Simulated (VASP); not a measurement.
# TlGaS3 (P6_3/mmc) in VASP: a series of runs, part 2 of 2

VASP 6.6.1. The steps go on from the part before.

## Step 3: Relaxation of cell and atoms, PBE

This run uses another cell than the first one, of 20.76 Å³/atom, 0.934 times its volume.

INCAR

```
  PREC = Accurate
  ENCUT = 600
  EDIFF = 1E-7
  ISMEAR = 0
  SIGMA = 0.1
  LREAL = F
  LASPH = T
  NELM = 60
  ALGO = Normal
  ISIF = 3
  LWAVE = F
  LCHARG = F
  GGA = PE
  IBRION = 2
  NSW = 90
  EDIFFG = -0.04
```

KPOINTS

```
Automatic mesh
0
Gamma
  3 3 4
```

POSCAR

```
TlGaS3
1.0
    6.5839950000      0.0000000000      0.0000000000
   -3.2919975000      5.7019069300      0.0000000000
    0.0000000000      0.0000000000      5.5305558000
Tl Ga S
2 2 6
Direct
    0.3333333300      0.6666666700      0.7500000000
    0.6666666700      0.3333333300      0.2500000000
    0.0000000000      0.0000000000      0.0000000000
    0.0000000000      0.0000000000      0.5000000000
    0.8333333300      0.6666666700      0.7500000000
    0.3333333300      0.1666666700      0.7500000000
    0.8333333300      0.1666666700      0.7500000000
    0.1666666700      0.3333333300      0.2500000000
    0.6666666700      0.8333333300      0.2500000000
    0.1666666700      0.8333333300      0.2500000000
```

Potentials or basis: VASP PAW PBE potentials, release 64 (Tl_d, Ga_d, S).

Started as:

```
> cat potpaw_PBE.64/Tl_d/POTCAR potpaw_PBE.64/Ga_d/POTCAR potpaw_PBE.64/S/POTCAR > POTCAR
> mpirun -np 1 vasp_std > vasp.out
```

OUTCAR:

```text
PREC = Accurate
   ENCUT = 600
   EDIFF = 1E-7
   ISMEAR = 0
   LREAL = F
   LASPH = T
   NELM = 60
   ISIF = 3
   GGA = PE
   IBRION = 2
   NSW = 90
   EDIFFG = -0.04

 ion  position               nearest neighbor table
   1  0.333  0.667  0.750-   5 3.29   5 3.29   7 3.29   6 3.29   6 3.29   7 3.29  10 3.36  10 3.36
                             9 3.36   9 3.36   8 3.36   8 3.36
   2  0.667  0.333  0.250-   8 3.29   8 3.29  10 3.29   9 3.29   9 3.29  10 3.29   7 3.36   7 3.36
                             6 3.36   6 3.36   5 3.36   5 3.36
   3  0.000  0.000  0.000-   6 2.35   9 2.35   8 2.35   5 2.35   7 2.35  10 2.35   4 2.77   4 2.77

   4  0.000  0.000  0.500-   6 2.35   9 2.35   8 2.35   5 2.35   7 2.35  10 2.35   3 2.77   3 2.77

   5  0.833  0.667  0.750-   3 2.35   4 2.35   1 3.29   1 3.29   2 3.36   2 3.36
   6  0.333  0.167  0.750-   3 2.35   4 2.35   1 3.29   1 3.29   2 3.36   2 3.36
   7  0.833  0.167  0.750-   3 2.35   4 2.35   1 3.29   1 3.29   2 3.36   2 3.36
   8  0.167  0.333  0.250-   3 2.35   4 2.35   2 3.29   2 3.29   1 3.36   1 3.36
   9  0.667  0.833  0.250-   3 2.35   4 2.35   2 3.29   2 3.29   1 3.36   1 3.36
  10  0.167  0.833  0.250-   3 2.35   4 2.35   2 3.29   2 3.29   1 3.36   1 3.36

  LATTYP: Found a hexagonal cell.
 ALAT       =     6.5839950000
 C/A-ratio  =     0.8400000000

  Lattice vectors:

 A1 = (   6.5839950000,   0.0000000000,   0.0000000000)
 A2 = (  -3.2919975000,   5.7019069300,   0.0000000000)
 A3 = (   0.0000000000,   0.0000000000,   5.5305558000)

Analysis of symmetry for initial positions (statically):
=====================================================================
 Subroutine PRICEL returns:
 Original cell was already a primitive cell.

 Routine SETGRP: Setting up the symmetry group for a
 hexagonal supercell.

 Subroutine GETGRP returns: Found 24 space group operations
 (whereof 12 operations were pure point group operations)
 out of a pool of 24 trial point group operations.

The static configuration has the point symmetry D_3d.
 The point group associated with its full space group is D_6h.

Analysis of symmetry for dynamics (positions and initial velocities):
=====================================================================
 Subroutine PRICEL returns:
 Original cell was already a primitive cell.

 Routine SETGRP: Setting up the symmetry group for a
 hexagonal supercell.

 Subroutine GETGRP returns: Found 24 space group operations
 (whereof 12 operations were pure point group operations)
 out of a pool of 24 trial point group operations.

The dynamic configuration has the point symmetry D_3d.
 The point group associated with its full space group is D_6h.

 Subroutine INISYM returns: Found 24 space group operations
 (whereof 12 operations are pure point group operations),
 and found     1 'primitive' translations

----------------------------------------------------------------------------------------

                                     Primitive cell

  volume of cell :     207.6244

  direct lattice vectors                    reciprocal lattice vectors
     6.583995000  0.000000000  0.000000000     0.151883469  0.087689962  0.000000000
    -3.291997500  5.701906930  0.000000000     0.000000000  0.175379923  0.000000000
     0.000000000  0.000000000  5.530555800     0.000000000  0.000000000  0.180813653

  length of vectors
     6.583995000  6.583995001  5.530555800     0.175379923  0.175379923  0.180813653

  position of ions in fractional coordinates (direct lattice)
     0.333333330  0.666666670  0.750000000
[... 35 lines left out ...]
     0.000000000  0.058459974  0.000000000     0.000000000  0.333333333  0.000000000
     0.000000000  0.000000000  0.045203413     0.000000000  0.000000000  0.250000000

  Length of vectors
     0.058459974  0.058459974  0.045203413

  Shift w.r.t. Gamma in fractional coordinates (k-lattice)
     0.000000000  0.000000000  0.000000000

 Subroutine IBZKPT returns following result:
 ===========================================

 Found      9 irreducible k-points:

 Following reciprocal coordinates:
            Coordinates               Weight
  0.000000  0.000000  0.000000      1.000000
  0.333333  0.000000  0.000000      6.000000
  0.333333  0.333333  0.000000      2.000000
  0.000000  0.000000  0.250000      2.000000
  0.333333  0.000000  0.250000     12.000000
  0.333333  0.333333  0.250000      4.000000
  0.000000  0.000000  0.500000      1.000000
  0.333333  0.000000  0.500000      6.000000
  0.333333  0.333333  0.500000      2.000000
   k-points           NKPTS =      9   k-points in BZ     NKDIM =      9   number of bands    NBANDS=     52
   number of dos      NEDOS =    301   number of ions     NIONS =     10
   total plane-waves  NPLWV = 139968
   dimension x,y,z NGX =    54 NGY =   54 NGZ =   48
   dimension x,y,z NGXF=   108 NGYF=  108 NGZF=   96
   ions per type =               2   2   6
   NGX,Y,Z   is equivalent  to a cutoff of  13.64, 13.64, 14.43 a.u.
   NGXF,Y,Z  is equivalent  to a cutoff of  27.27, 27.27, 28.86 a.u.
 SYSTEM =  unknown system
   PREC   = accura    normal or accurate (medium, high low for compatibility)
   ISTART =      0    job   : 0-new  1-cont  2-samecut
   ICHARG =      2    charge: 1-file 2-atom 10-const
   ISPIN  =      1    spin polarized calculation?
   LNONCOLLINEAR =      F non collinear calculations
   LSORBIT =      F    spin-orbit coupling
   LASPH  =      T    aspherical Exc in radial PAW
   ENCUT  =  600.0 eV  44.10 Ry    6.64 a.u.  13.15 13.15 11.05*2*pi/ulx,y,z
   NELM   =     60;   NELMIN=  2; NELMDL= -5     # of ELM steps
   EDIFF  = 0.1E-06   stopping-criterion for ELM
   LREAL  =      F    real-space projection
   EDIFFG = -.4E-01   stopping-criterion for IOM
   NSW    =     90    number of steps for IOM
   IBRION =      2    ionic relax: 0-MD 1-quasi-New 2-CG
   NFREE  =      1    steps in history (QN), initial steepest desc. (CG)
   ISIF   =      3    stress and relaxation
   ISYM   =      2    0-nonsym 1-usesym 2-fastsym
   POTIM  = 0.5000    time-step for ionic-motion
   TEBEG  =    0.0;   TEEND  =   0.0 temperature during run
   PSTRESS=    0.0 pullay stress
   NELECT =      88.0000    total number of electrons
   NUPDOWN=      -1.0000    fix difference up-down
   EMIN   =  10.00;   EMAX   =-10.00  energy-range for DOS
   EFERMI =   0.00;   METHOD = LEGACY
   ISMEAR =     0;   SIGMA  =   0.10  broadening in eV -4-tet -1-fermi 0-gaus
   EFERMI_NEDOS =   21; number of points for ismear=-14 and -15
   IALGO  =     38    algorithm
   IMIX   =      4    mixing-type and parameters
     AMIX     =   0.40;   BMIX     =  1.00
     AMIX_MAG =   1.60;   BMIX_MAG =  1.00
  volume/ion in A,a.u.               =      20.76       140.11
  Fermi-wavevector in a.u.,A,eV,Ry     =   1.229729  2.323852 20.575201  1.512235
  Thomas-Fermi vector in A             =   2.364605
   LORBIT       =      0    0 simple, 1 ext, 2 COOP (PROOUT), +10 PAW based schemes
   GGA     = PE    functional components
   LHFCALC =     F    Hartree Fock is set to
   AEXX    =    0.0000 exact exchange contribution
   IVDW    =     0    specifies the selected vdW correction
   LEPSILON=     F    determine dielectric tensor
   LRPA    =     F    only Hartree local field effects (RPA)
 conjugate gradient relaxation of ions
 non-spin polarized calculation
 Gauss-broadening in eV      SIGMA  =   0.10
  energy-cutoff  :      600.00
  volume of cell :      207.62
 maximum number of plane-waves:      6965
 NGX is ok and might be reduce to    54
   NGX = 27   NGY = 27   NGZ = 23

--------------------------------------- Ionic step        1  -------------------------------------------

 number of electron      87.9999986 magnetization

 Free energy of the ion-electron system (eV)
  ---------------------------------------------------
  ext. energy  EPLUGINS =         0.00000000
  ---------------------------------------------------
  free energy    TOTEN  =       -34.07120074 eV

  energy without entropy =      -33.97206188  energy(sigma->0) =      -34.02163131

 E-fermi :   4.5864     XC(G=0): -10.1462

 val. band max:        4.5679580678   @ k =   0.3333   0.3333   0.2500
 cond. band min:       4.5954737155   @ k =   0.3333   0.0000   0.0000
 fundamental gap:      0.0275156477
 Fermi energy:         4.5863634492
[... 1120 lines left out ...]
  FREE ENERGIE OF THE ION-ELECTRON SYSTEM (eV)
  ---------------------------------------------------
  free  energy   TOTEN  =       -34.7054831079 eV

  energy  without entropy=      -34.6183049810  energy(sigma->0) =      -34.66189404

[... ionic steps 4 to 9 ...]

--------------------------------------- Ionic step       10  -------------------------------------------

 number of electron      87.9999992 magnetization

------------------------ aborting loop because EDIFF is reached ----------------------------------------
[... 83 lines left out ...]
--------------------------------------- Ionic step       12  -------------------------------------------

 number of electron      87.9999995 magnetization

 Free energy of the ion-electron system (eV)
  ---------------------------------------------------
  ext. energy  EPLUGINS =         0.00000000
  ---------------------------------------------------
  free energy    TOTEN  =       -35.78301171 eV

  energy without entropy =      -35.76468902  energy(sigma->0) =      -35.77385036

 E-fermi :   4.2789     XC(G=0):  -9.7903

 val. band max:        4.2539553778   @ k =   0.0000   0.0000   0.2500
 cond. band min:       4.3931382986   @ k =   0.0000   0.0000   0.0000
 fundamental gap:      0.1391829208
 Fermi energy:         4.2788627208
[... 530 lines left out ...]
  FREE ENERGIE OF THE ION-ELECTRON SYSTEM (eV)
  ---------------------------------------------------
  free  energy   TOTEN  =       -35.7830117085 eV

  energy  without entropy=      -35.7646890166  energy(sigma->0) =      -35.77385036

 reached required accuracy - stopping structural energy minimisation
```

Wall time 24 min (1 thread of Oxide Virtual Turin-like, shared host); peak memory 0.44 GiB.

Results:

| Property | Result |
| --- | --- |
| Free energy | -35.7830 eV |
| Relaxed volume | 22.30 Å³/atom |
| Relaxed cell | a = 6.264 Å, b = 6.264 Å, c = 6.562 Å, α = 90.00°, β = 90.00°, γ = 120.00° |
| Space group after relaxing (to 0.05 Å) | P6_3/mmc (No. 194) |
| Energy gained by relaxing | 171.2 meV/atom |
| Ionic steps | 12 |
| Pressure after relaxing | 0.0 GPa |
| Largest force after relaxing | 0.021 eV/Å |
| Band gap on the k mesh | zero (band 44 reaches 4.62 eV, above the bottom of band 45 at 4.15 eV) |

Forces on the atoms (eV/Å):
```
Tl   0.000  0.000  0.000
Tl   0.000  0.000  0.000
Ga   0.000  0.000  0.000
Ga   0.000  0.000  0.000
S    0.000 -0.021  0.000
S    0.018  0.011  0.000
S   -0.018  0.011  0.000
S    0.000  0.021  0.000
S   -0.018 -0.011  0.000
S    0.018 -0.011  0.000
```

The path:
| step | energy change (eV) | largest force (eV/Å) | pressure (GPa) | volume (Å³) |
| --- | --- | --- | --- | --- |
| 1 | 0.0000 | 1.0950 | 7.16 | 207.62 |
| 2 | -0.5933 | 0.3524 | -2.15 | 236.71 |
| 3 | -0.6343 | 0.1194 | -0.61 | 230.06 |
| 4 | -0.8572 | 0.1421 | -0.93 | 230.28 |
| 5 | -1.5783 | 0.1245 | -1.33 | 229.67 |
| 6 | -0.5547 | 0.3714 | 1.77 | 223.23 |
| 7 | -1.6919 | 0.0672 | -1.11 | 228.82 |
| 8 | -1.6934 | 0.0607 | -1.08 | 228.73 |
| 9 | -1.6897 | 0.2154 | 1.17 | 219.66 |
| 10 | -1.7090 | 0.0657 | -0.07 | 224.37 |
| 11 | -1.7113 | 0.0422 | -0.03 | 223.64 |
| 12 | -1.7118 | 0.0213 | 0.00 | 222.99 |

Final structure:
```
Tl Ga S
1.0
     6.26415    0.00000    0.00000
    -3.13208    5.42492    0.00000
     0.00000    0.00000    6.56203
Tl Ga S
2 2 6
Cartesian
  0.0000 3.6166 4.9215
  3.1321 1.8083 1.6405
  0.0000 0.0000 0.0000
  0.0000 0.0000 3.2810
  3.1321 3.5711 4.9215
  1.6054 0.9269 4.9215
  4.6587 0.9269 4.9215
  0.0000 1.8538 1.6405
  1.5266 4.4980 1.6405
  -1.5266 4.4980 1.6405
```

Levels at points of the mesh, in eV from the Fermi level:
```csv
k point,band 41,band 42,band 43,band 44,band 45,band 46,band 47,band 48
"(0.00, 0.00, 0.00)",-0.09,0.11,0.11,0.22,0.40,0.63,0.63,2.31
"(0.00, 0.00, 0.50)",0.14,0.14,0.34,0.34,0.34,0.34,2.27,2.27
```

Caveat: the k points lie up to 0.39 Å⁻¹ apart in the final cell; spin-orbit coupling is left out, which moves the levels of the heavy elements.
